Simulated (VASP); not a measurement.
Set up this calculation in VASP 6.6.1, as the native input.

```yaml
Task: single point
Functional: PBE
Potentials_or_basis: VASP PAW PBE potentials, release 64 (Rb_sv)
Cutoff: 520 eV
k_mesh: 5 × 5 × 5
Occupations: fermi-dirac, width 0.1 eV
Spin: no spin polarisation
Dipole_correction: no
Further_INCAR_settings: ALGO = Normal; EDIFF = 1e-06; NBANDS = 10
```

The structure of Rb lies in POSCAR:

```
Rb
1.0
    2.9847465255      0.0000000000      0.0000000000
    0.0000000000      2.9847465255      0.0000000000
    0.0000000000      0.0000000000      2.9847465255
Rb
1
Direct
    0.0000000000      0.0000000000      0.0000000000
```

This isn't the form of Rb at room conditions, which is bcc.

One way to write it, as run:

INCAR

```
PREC     = Accurate       # precision mode
ENCUT    = 520            # plane-wave cutoff, eV
EDIFF    = 1E-6           # SCF threshold, eV
ISMEAR   = -1             # smearing method
SIGMA    = 0.1            # smearing width, eV
LREAL    = F              # projectors in reciprocal space
LASPH    = T              # aspherical terms in the spheres
NELM     = 100            # most SCF steps
ALGO     = Normal         # electronic algorithm
ISIF     = 2              # what is computed and relaxed
LWAVE    = F              # write WAVECAR
LCHARG   = F              # write CHGCAR
GGA      = PE             # functional
NBANDS   = 10             # bands
```

KPOINTS

```
regular mesh
0
Gamma
  5 5 5
```

Potentials or basis: VASP PAW PBE potentials, release 64 (Rb_sv).

The run is started by

```bash
$ cat potpaw_PBE.64/Rb_sv/POTCAR > POTCAR
$ mpirun -np 1 vasp_std > vasp.out
```

It gave:

* Pressure: 20.3 GPa
* Band gap on the k mesh: zero (an odd number of electrons rules out a gap without spin polarisation)

Caveat: the k points lie up to 0.42 Å⁻¹ apart, too coarse for converged energies and pressures of a metal.

Run time: 8.5 s on 1 thread of Intel Xeon 8259CL (shared host), peak memory 0.13 GiB.
